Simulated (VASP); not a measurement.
# Al (Im-3m) in VASP: notebook

Runs on Al. Level: LDA. Tasks: single point.

All numbers are computed with VASP 6.6.1; they aren't measurements. Logs are shortened: lines on timing, memory, paths and dates and some standing lists are left out, and cuts for length are marked.

## 1. The cell of the first run

The structure is cubic, space group Im-3m (No. 229). The conventional cell has a = 3.224 Å, b = 3.224 Å, c = 3.224 Å, α = 90.00°, β = 90.00°, γ = 90.00°. Within 3.7 Å of Al (site symmetry m-3m) lie 14 Al at 2.79 to 3.22 Å.

## 2. Single point, LDA

INCAR

```
PREC = Accurate ; ENCUT = 520
EDIFF = 1E-6 ; ISMEAR = 1
SIGMA = 0.1 ; LREAL = False
LASPH = True ; NELM = 80
ALGO = Normal ; ISIF = 2
LWAVE = False ; LCHARG = False
NBANDS = 8
```

KPOINTS

```
Automatic mesh
0
Gamma
  13 13 13
```

POSCAR

```
Al
1.0
   -1.6121581793      1.6121581793      1.6121581793
    1.6121581793     -1.6121581793      1.6121581793
    1.6121581793      1.6121581793     -1.6121581793
Al
1
Direct
    0.0000000000      0.0000000000      0.0000000000
```

Potentials or basis: VASP PAW LDA potentials, release 64 (Al).

Command:

```bash
$ cat potpaw_LDA.64/Al/POTCAR > POTCAR
$ mpirun -np 1 vasp_std > vasp.out
```

OUTCAR:

```text
PREC = Accurate
   ENCUT = 520
   EDIFF = 1E-6
   ISMEAR = 1
   LREAL = False
   LASPH = True
   NELM = 80
   ISIF = 2

 ion  position               nearest neighbor table
   1  0.000  0.000  0.000-

  LATTYP: Found a body centered cubic cell.
 ALAT       =     3.2243163586

  Lattice vectors:

 A1 = (  -1.6121581793,   1.6121581793,   1.6121581793)
 A2 = (   1.6121581793,  -1.6121581793,   1.6121581793)
 A3 = (   1.6121581793,   1.6121581793,  -1.6121581793)

Analysis of symmetry for initial positions (statically):
=====================================================================
 Subroutine PRICEL returns:
 Original cell was already a primitive cell.

 Routine SETGRP: Setting up the symmetry group for a
 body centered cubic supercell.

 Subroutine GETGRP returns: Found 48 space group operations
 (whereof 48 operations were pure point group operations)
 out of a pool of 48 trial point group operations.

The static configuration has the point symmetry O_h .

Analysis of symmetry for dynamics (positions and initial velocities):
=====================================================================
 Subroutine PRICEL returns:
 Original cell was already a primitive cell.

 Routine SETGRP: Setting up the symmetry group for a
 body centered cubic supercell.

 Subroutine GETGRP returns: Found 48 space group operations
 (whereof 48 operations were pure point group operations)
 out of a pool of 48 trial point group operations.

The dynamic configuration has the point symmetry O_h .

 Subroutine INISYM returns: Found 48 space group operations
 (whereof 48 operations are pure point group operations),
 and found     1 'primitive' translations

----------------------------------------------------------------------------------------

                                     Primitive cell

  volume of cell :      16.7603

  direct lattice vectors                    reciprocal lattice vectors
    -1.612158179  1.612158179  1.612158179     0.000000000  0.310143264  0.310143264
     1.612158179 -1.612158179  1.612158179     0.310143264  0.000000000  0.310143264
     1.612158179  1.612158179 -1.612158179     0.310143264  0.310143264  0.000000000

  length of vectors
     2.792339876  2.792339876  2.792339876     0.438608810  0.438608810  0.438608810

  position of ions in fractional coordinates (direct lattice)
     0.000000000  0.000000000  0.000000000
[... 71 lines left out ...]
   LNONCOLLINEAR =      F non collinear calculations
   LSORBIT =      F    spin-orbit coupling
   LASPH  =      T    aspherical Exc in radial PAW
   ENCUT  =  520.0 eV  38.22 Ry    6.18 a.u.   5.19  5.19  5.19*2*pi/ulx,y,z
   NELM   =     80;   NELMIN=  2; NELMDL= -5     # of ELM steps
   EDIFF  = 0.1E-05   stopping-criterion for ELM
   LREAL  =      F    real-space projection
   EDIFFG = 0.1E-04   stopping-criterion for IOM
   NSW    =      0    number of steps for IOM
   IBRION =     -1    ionic relax: 0-MD 1-quasi-New 2-CG
   NFREE  =      0    steps in history (QN), initial steepest desc. (CG)
   ISIF   =      2    stress and relaxation
   ISYM   =      2    0-nonsym 1-usesym 2-fastsym
   POTIM  = 0.5000    time-step for ionic-motion
   TEBEG  =    0.0;   TEEND  =   0.0 temperature during run
   PSTRESS=    0.0 pullay stress
   NELECT =       3.0000    total number of electrons
   NUPDOWN=      -1.0000    fix difference up-down
   EMIN   =  10.00;   EMAX   =-10.00  energy-range for DOS
   EFERMI =   0.00;   METHOD = LEGACY
   ISMEAR =     1;   SIGMA  =   0.10  broadening in eV -4-tet -1-fermi 0-gaus
   EFERMI_NEDOS =   21; number of points for ismear=-14 and -15
   IALGO  =     38    algorithm
   IMIX   =      4    mixing-type and parameters
     AMIX     =   0.40;   BMIX     =  1.00
     AMIX_MAG =   1.60;   BMIX_MAG =  1.00
  volume/ion in A,a.u.               =      16.76       113.10
  Fermi-wavevector in a.u.,A,eV,Ry     =   0.922616  1.743491 11.581553  0.851220
  Thomas-Fermi vector in A             =   2.048162
   LORBIT       =      0    0 simple, 1 ext, 2 COOP (PROOUT), +10 PAW based schemes
   GGA     = CA    functional components
   LHFCALC =     F    Hartree Fock is set to
   AEXX    =    0.0000 exact exchange contribution
   IVDW    =     0    specifies the selected vdW correction
   LEPSILON=     F    determine dielectric tensor
   LRPA    =     F    only Hartree local field effects (RPA)
 non-spin polarized calculation
 Methfessel and Paxton  Order N= 1 SIGMA  =   0.10
  energy-cutoff  :      520.00
  volume of cell :       16.76
 maximum number of plane-waves:       466
 NGX is ok and might be reduce to    24
   NGX = 11   NGY = 11   NGZ = 11

 number of electron       3.0000000 magnetization

 Free energy of the ion-electron system (eV)
  ---------------------------------------------------
  ext. energy  EPLUGINS =         0.00000000
  ---------------------------------------------------
  free energy    TOTEN  =        -4.08759941 eV

  energy without entropy =       -4.08809781  energy(sigma->0) =       -4.08776554

 E-fermi :   7.6631     XC(G=0): -10.2903

 val. band max:        7.5893990718   @ k =   0.2308   0.2308   0.1538
 cond. band min:       7.6750016218   @ k =  -0.3846   0.3846   0.1538
 fundamental gap:      0.0856025500
 Fermi energy:         7.6630512372

 k-point     1 :       0.0000    0.0000    0.0000
  band No.  band energies     occupation
      1      -3.3586      2.00000
      2      20.7312      0.00000
      3      20.7312      0.00000
      4      20.7312      0.00000
      5      21.8284      0.00000
      6      21.8284      0.00000
      7      21.8284      0.00000
      8      23.7945      0.00000
[... 243 lines left out ...]
 k-point    24 :       0.2308    0.0769    0.0769
  band No.  band energies     occupation
      1      -0.3621      2.00000
      2      10.0121      0.00000
      3      13.8065      0.00000
      4      14.1678      0.00000
      5      21.8198      0.00000
      6      22.2581      0.00000
      7      25.8038      0.00000
      8      26.0992      0.00000

 [... further k-points ...]
[... 5 lines left out ...]
  --------------------------------------------------------------------------------------
  -------------------------------------------------------------------------------------
  Total       -0.2955109     -0.2955109     -0.2955109      0.0000000     -0.0000000      0.0000000
  in kB      -28.2488757    -28.2488757    -28.2488757      0.0000000     -0.0000000      0.0000000
  external PRESSURE =     -28.2488757 kB  Pullay stress =       0.0000000 kB

 VOLUME and BASIS-vectors are now :
 -----------------------------------------------------------------------------
  energy-cutoff  :      520.00
  volume of cell :       16.76
      direct lattice vectors                 reciprocal lattice vectors
    -1.612158179  1.612158179  1.612158179     0.000000000  0.310143264  0.310143264
     1.612158179 -1.612158179  1.612158179     0.310143264  0.000000000  0.310143264
     1.612158179  1.612158179 -1.612158179     0.310143264  0.310143264  0.000000000

 POSITION                                       TOTAL-FORCE (eV/Angst)
 -----------------------------------------------------------------------------------
      0.00000      0.00000      0.00000        -0.000000     -0.000000      0.000000
 -----------------------------------------------------------------------------------
    total drift:                               -0.000000      0.000000      0.000000

  FREE ENERGIE OF THE ION-ELECTRON SYSTEM (eV)
  ---------------------------------------------------
  free  energy   TOTEN  =        -4.0875994097 eV

  energy  without entropy=       -4.0880978118  energy(sigma->0) =       -4.08776554
```

OSZICAR:

```text
N       E                     dE             d eps       ncg     rms          rms(c)
DAV:   1    -0.259852907001E+01   -0.25985E+01   -0.90901E+02  1344   0.211E+02
DAV:   2    -0.411152564427E+01   -0.15130E+01   -0.14614E+01  1944   0.195E+01
DAV:   3    -0.411777703429E+01   -0.62514E-02   -0.62518E-02  1648   0.137E+00
DAV:   4    -0.411778791521E+01   -0.10881E-04   -0.10880E-04  1992   0.543E-02
DAV:   5    -0.411778794423E+01   -0.29019E-07   -0.30096E-07  1640   0.191E-03    0.128E+00
DAV:   6    -0.409926958465E+01    0.18518E-01   -0.32988E-03  1536   0.221E-01    0.716E-01
DAV:   7    -0.408762418433E+01    0.11645E-01   -0.81074E-03  1544   0.339E-01    0.151E-01
DAV:   8    -0.408759949230E+01    0.24692E-04   -0.31059E-05  1800   0.364E-02    0.136E-02
DAV:   9    -0.408759940968E+01    0.82624E-07   -0.18384E-07  1768   0.198E-03
   1 F= -.40875994E+01 E0= -.40877655E+01  d E =0.498402E-03
```

It took 5.1 s on 1 thread of AMD EPYC 9R45 (Zen 5), shared host; peak memory 0.09 GiB.

What came out:

```yaml
Free_energy: -4.0876 eV
Pressure: -2.8 GPa
```

Levels at points of the mesh, in eV from the Fermi level:
```
           k point  band 1  band 2  band 3  band 4  band 5  band 6
(0.00, 0.00, 0.00)  -11.02   13.07   13.07   13.07   14.17   14.17
```

## 3. Single point, LDA

This run uses another cell than the first one, of 17.08 Å³/atom, 1.019 times its volume.

INCAR

```
  ALGO = Normal
  EDIFF = 1E-6
  ENCUT = 520
  ISIF = 2
  ISMEAR = 1
  LASPH = True
  LCHARG = False
  LREAL = False
  LWAVE = False
  NBANDS = 8
  NELM = 80
  PREC = Accurate
  SIGMA = 0.1
```

KPOINTS

```
k-points
0
Gamma
  13 13 13
```

POSCAR

```
Al
1.0
   -1.6224269796      1.6224269796      1.6224269796
    1.6224269796     -1.6224269796      1.6224269796
    1.6224269796      1.6224269796     -1.6224269796
Al
1
Direct
    0.0000000000      0.0000000000      0.0000000000
```

Potentials or basis: VASP PAW LDA potentials, release 64 (Al).

Command:

```bash
$ cat potpaw_LDA.64/Al/POTCAR > POTCAR
$ mpirun -np 1 vasp_std > vasp.out
```

OUTCAR:

```text
EDIFF = 1E-6
   ENCUT = 520
   ISIF = 2
   ISMEAR = 1
   LASPH = True
   LREAL = False
   NELM = 80
   PREC = Accurate

 ion  position               nearest neighbor table
   1  0.000  0.000  0.000-

  LATTYP: Found a body centered cubic cell.
 ALAT       =     3.2448539592

  Lattice vectors:

 A1 = (  -1.6224269796,   1.6224269796,   1.6224269796)
 A2 = (   1.6224269796,  -1.6224269796,   1.6224269796)
 A3 = (   1.6224269796,   1.6224269796,  -1.6224269796)

Analysis of symmetry for initial positions (statically):
=====================================================================
 Subroutine PRICEL returns:
 Original cell was already a primitive cell.

 Routine SETGRP: Setting up the symmetry group for a
 body centered cubic supercell.

 Subroutine GETGRP returns: Found 48 space group operations
 (whereof 48 operations were pure point group operations)
 out of a pool of 48 trial point group operations.

The static configuration has the point symmetry O_h .

Analysis of symmetry for dynamics (positions and initial velocities):
=====================================================================
 Subroutine PRICEL returns:
 Original cell was already a primitive cell.

 Routine SETGRP: Setting up the symmetry group for a
 body centered cubic supercell.

 Subroutine GETGRP returns: Found 48 space group operations
 (whereof 48 operations were pure point group operations)
 out of a pool of 48 trial point group operations.

The dynamic configuration has the point symmetry O_h .

 Subroutine INISYM returns: Found 48 space group operations
 (whereof 48 operations are pure point group operations),
 and found     1 'primitive' translations

----------------------------------------------------------------------------------------

                                     Primitive cell

  volume of cell :      17.0827

  direct lattice vectors                    reciprocal lattice vectors
    -1.622426980  1.622426980  1.622426980     0.000000000  0.308180279  0.308180279
     1.622426980 -1.622426980  1.622426980     0.308180279  0.000000000  0.308180279
     1.622426980  1.622426980 -1.622426980     0.308180279  0.308180279  0.000000000

  length of vectors
     2.810125960  2.810125960  2.810125960     0.435832731  0.435832731  0.435832731

  position of ions in fractional coordinates (direct lattice)
     0.000000000  0.000000000  0.000000000

  ion indices of the primitive-cell ions
   primitive index   ion index
                 1           1

----------------------------------------------------------------------------------------

 KPOINTS: k-points

Automatic generation of k-mesh.
 Grid dimensions read from file:
 generate k-points for:   13   13   13

 Generating k-lattice:

  Cartesian coordinates                     Fractional coordinates (reciprocal lattice)
     0.000000000  0.023706175  0.023706175     0.076923077  0.000000000  0.000000000
     0.023706175  0.000000000  0.023706175     0.000000000  0.076923077  0.000000000
     0.023706175  0.023706175  0.000000000     0.000000000  0.000000000  0.076923077

  Length of vectors
     0.033525595  0.033525595  0.033525595

  Shift w.r.t. Gamma in fractional coordinates (k-lattice)
     0.000000000  0.000000000  0.000000000

 Subroutine IBZKPT returns following result:
 ===========================================

 Found     84 irreducible k-points:

 Following reciprocal coordinates:
            Coordinates               Weight
  0.000000  0.000000  0.000000      1.000000
  0.076923  0.000000  0.000000     12.000000
  0.153846  0.000000  0.000000     12.000000
  0.230769  0.000000  0.000000     12.000000
  0.307692  0.000000  0.000000     12.000000
  0.384615  0.000000  0.000000     12.000000
[... 16 lines left out ...]
  0.153846  0.076923  0.076923     24.000000
  0.230769  0.076923  0.076923     24.000000
 [... further k-points ...]
   k-points           NKPTS =     84   k-points in BZ     NKDIM =     84   number of bands    NBANDS=      8
   number of dos      NEDOS =    301   number of ions     NIONS =      1
   total plane-waves  NPLWV =  13824
   dimension x,y,z NGX =    24 NGY =   24 NGZ =   24
   dimension x,y,z NGXF=    48 NGYF=   48 NGZF=   48
   ions per type =               1
   NGX,Y,Z   is equivalent  to a cutoff of  14.20, 14.20, 14.20 a.u.
   NGXF,Y,Z  is equivalent  to a cutoff of  28.40, 28.40, 28.40 a.u.
 SYSTEM =  unknown system
   PREC   = accura    normal or accurate (medium, high low for compatibility)
   ISTART =      0    job   : 0-new  1-cont  2-samecut
   ICHARG =      2    charge: 1-file 2-atom 10-const
   ISPIN  =      1    spin polarized calculation?
   LNONCOLLINEAR =      F non collinear calculations
   LSORBIT =      F    spin-orbit coupling
   LASPH  =      T    aspherical Exc in radial PAW
   ENCUT  =  520.0 eV  38.22 Ry    6.18 a.u.   5.22  5.22  5.22*2*pi/ulx,y,z
   NELM   =     80;   NELMIN=  2; NELMDL= -5     # of ELM steps
   EDIFF  = 0.1E-05   stopping-criterion for ELM
   LREAL  =      F    real-space projection
   EDIFFG = 0.1E-04   stopping-criterion for IOM
   NSW    =      0    number of steps for IOM
   IBRION =     -1    ionic relax: 0-MD 1-quasi-New 2-CG
   NFREE  =      0    steps in history (QN), initial steepest desc. (CG)
   ISIF   =      2    stress and relaxation
   ISYM   =      2    0-nonsym 1-usesym 2-fastsym
   POTIM  = 0.5000    time-step for ionic-motion
   TEBEG  =    0.0;   TEEND  =   0.0 temperature during run
   PSTRESS=    0.0 pullay stress
   NELECT =       3.0000    total number of electrons
   NUPDOWN=      -1.0000    fix difference up-down
   EMIN   =  10.00;   EMAX   =-10.00  energy-range for DOS
   EFERMI =   0.00;   METHOD = LEGACY
   ISMEAR =     1;   SIGMA  =   0.10  broadening in eV -4-tet -1-fermi 0-gaus
   EFERMI_NEDOS =   21; number of points for ismear=-14 and -15
   IALGO  =     38    algorithm
   IMIX   =      4    mixing-type and parameters
     AMIX     =   0.40;   BMIX     =  1.00
     AMIX_MAG =   1.60;   BMIX_MAG =  1.00
  volume/ion in A,a.u.               =      17.08       115.28
  Fermi-wavevector in a.u.,A,eV,Ry     =   0.916776  1.732456 11.435411  0.840479
  Thomas-Fermi vector in A             =   2.041670
   LORBIT       =      0    0 simple, 1 ext, 2 COOP (PROOUT), +10 PAW based schemes
   GGA     = CA    functional components
   LHFCALC =     F    Hartree Fock is set to
   AEXX    =    0.0000 exact exchange contribution
   IVDW    =     0    specifies the selected vdW correction
   LEPSILON=     F    determine dielectric tensor
   LRPA    =     F    only Hartree local field effects (RPA)
 non-spin polarized calculation
 Methfessel and Paxton  Order N= 1 SIGMA  =   0.10
  energy-cutoff  :      520.00
  volume of cell :       17.08
 maximum number of plane-waves:       472
 NGX is ok and might be reduce to    24
   NGX = 11   NGY = 11   NGZ = 11

 number of electron       3.0000000 magnetization

 Free energy of the ion-electron system (eV)
  ---------------------------------------------------
  ext. energy  EPLUGINS =         0.00000000
  ---------------------------------------------------
  free energy    TOTEN  =        -4.08071263 eV

  energy without entropy =       -4.08093315  energy(sigma->0) =       -4.08078614

 E-fermi :   7.4695     XC(G=0): -10.2202

 val. band max:        7.4199559584   @ k =   0.2308   0.2308   0.1538
 cond. band min:       7.4779322606   @ k =  -0.3846   0.3846   0.1538
 fundamental gap:      0.0579763022
 Fermi energy:         7.4695060042

 k-point     1 :       0.0000    0.0000    0.0000
  band No.  band energies     occupation
      1      -3.4231      2.00000
      2      20.4257      0.00000
      3      20.4257      0.00000
      4      20.4257      0.00000
      5      21.3646      0.00000
      6      21.3646      0.00000
      7      21.3646      0.00000
      8      23.4559      0.00000
[... 243 lines left out ...]
 k-point    24 :       0.2308    0.0769    0.0769
  band No.  band energies     occupation
      1      -0.4633      2.00000
      2       9.7904      0.00000
      3      13.5663      0.00000
      4      13.8523      0.00000
      5      21.4545      0.00000
      6      21.8745      0.00000
      7      25.3965      0.00000
      8      25.6894      0.00000

 [... further k-points ...]

------------------------ aborting loop because EDIFF is reached ----------------------------------------

  FORCE on cell =-STRESS in cart. coord.  units (eV):
  Direction    XX          YY          ZZ          XY          YZ          ZX
  --------------------------------------------------------------------------------------
  -------------------------------------------------------------------------------------
  Total       -0.4265127     -0.4265127     -0.4265127     -0.0000000     -0.0000000     -0.0000000
  in kB      -40.0024962    -40.0024962    -40.0024962     -0.0000000     -0.0000000     -0.0000000
  external PRESSURE =     -40.0024962 kB  Pullay stress =       0.0000000 kB

 VOLUME and BASIS-vectors are now :
 -----------------------------------------------------------------------------
  energy-cutoff  :      520.00
  volume of cell :       17.08
      direct lattice vectors                 reciprocal lattice vectors
    -1.622426980  1.622426980  1.622426980     0.000000000  0.308180279  0.308180279
     1.622426980 -1.622426980  1.622426980     0.308180279  0.000000000  0.308180279
     1.622426980  1.622426980 -1.622426980     0.308180279  0.308180279  0.000000000

 POSITION                                       TOTAL-FORCE (eV/Angst)
 -----------------------------------------------------------------------------------
      0.00000      0.00000      0.00000         0.000000      0.000000      0.000000
 -----------------------------------------------------------------------------------
    total drift:                                0.000000      0.000000      0.000000

  FREE ENERGIE OF THE ION-ELECTRON SYSTEM (eV)
  ---------------------------------------------------
  free  energy   TOTEN  =        -4.0807126277 eV

  energy  without entropy=       -4.0809331511  energy(sigma->0) =       -4.08078614
```

stdout:

```text
POSCAR found type information on POSCAR Al
 POSCAR found :  1 types and       1 ions
 scaLAPACK will be used
 LDA part: xc-table for (Slater(with rela. corr.)+CA(PZ))
 , standard interpolation
 POSCAR, INCAR and KPOINTS ok, starting setup
 FFT: planning ... GRIDC
 FFT: planning ... GRID_SOFT
 FFT: planning ... GRID
 WAVECAR not read
 entering main loop
```

Run time: 5.1 s. Hardware: 1 thread of AMD EPYC 9R45 (Zen 5), shared host; peak memory 0.09 GiB.

What came out:

```yaml
Free_energy: -4.0807 eV
Pressure: -4.0 GPa
```
